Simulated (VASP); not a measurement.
A run of VASP 6.6.1 is set up as follows.

The input INCAR:

```
  PREC = Accurate
  ENCUT = 600
  EDIFF = 1E-6
  ISMEAR = 0
  SIGMA = 0.1
  LREAL = F
  LASPH = T
  NELM = 200
  ALGO = Normal
  ISIF = 2
  LWAVE = F
  LCHARG = F
  GGA = PE
  NBANDS = 18
  GGA_COMPAT = F
  LMAXMIX = 6
```

The input KPOINTS:

```
regular mesh
0
Gamma
  12 12 8
```

POSCAR

```
ErC3
1.0
    3.1506884553     -1.8172220590      0.0301699673
    3.1506884553      1.8172220590      0.0301699673
   -2.1537263631      0.0000000000      5.1980019741
Er C
1 3
Direct
    0.0000000000      0.0000000000      0.5000000000
    0.5000000000      0.5000000000      0.0000000000
    0.5838222028      0.5838222028      0.2510245980
    0.4161777972      0.4161777972      0.7489754020
```

Potentials or basis: VASP PAW PBE potentials, release 64 (Er_3, C), 4f in core.

Launch:

```sh
$ cat potpaw_PBE.64/Er_3/POTCAR potpaw_PBE.64/C/POTCAR > POTCAR
$ mpirun -np 1 vasp_std > vasp.out
```

Estimate the band gap on the k mesh.

zero (an odd number of electrons rules out a gap without spin polarisation).

What does it give for the pressure?

0.4 GPa.

Forces in eV/Å, atoms in the order of the input:
```
Er   0.000  0.000  0.000
C    0.000  0.000  0.000
C   -0.001  0.000  0.011
C    0.001  0.000 -0.011
```

Caveat: spin-orbit coupling is left out, which moves the levels of the heavy elements; the 4f electrons are frozen in the core, so they carry no moment and show no levels. Spin polarisation is off, so any magnetic state and its effect on volume and gap are missing.
